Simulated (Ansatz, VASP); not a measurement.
# WS2: VASP beside Ansatz

```
CELL_PARAMETERS angstrom
3.18778 0.00000 0.00000
-1.59389 2.76069 0.00000
0.00000 0.00000 14.87128
ATOMIC_POSITIONS crystal
W 0.33333 0.66667 0.25000
W 0.66667 0.33333 0.75000
S 0.33333 0.66667 0.64435
S 0.66667 0.33333 0.14435
S 0.33333 0.66667 0.85565
S 0.66667 0.33333 0.35565
```

Alike in both runs: functional PBE; k mesh 12 × 12 × 2; occupations gaussian, width 0.02 eV; no spin polarisation.

Ansatz relaxed the structure, and its values are those at the end. VASP's run is a single point on that final structure, the one shown.

|  | VASP | Ansatz |
| --- | --- | --- |
| version | VASP 6.6.1 | Ansatz 0.2.0 |
| potentials or method | VASP PAW PBE potentials, release 64 (W_sv, S), cutoff 520 eV | scalar-relativistic, plane waves, PAW |
| valence electrons in the cell | 52 | 52 |

```tsv
	VASP	Ansatz	Ansatz less VASP
gap on the k mesh at the Fermi level (eV)	1.64	1.63	-0.014
least direct gap on the mesh (eV)	1.80	1.80	-0.003
pressure (GPa)	0.0	0.0	+0.04
```

With one functional, cell and mesh, what is left measures potentials, basis and numerics.

Neither program's run includes spin-orbit coupling.
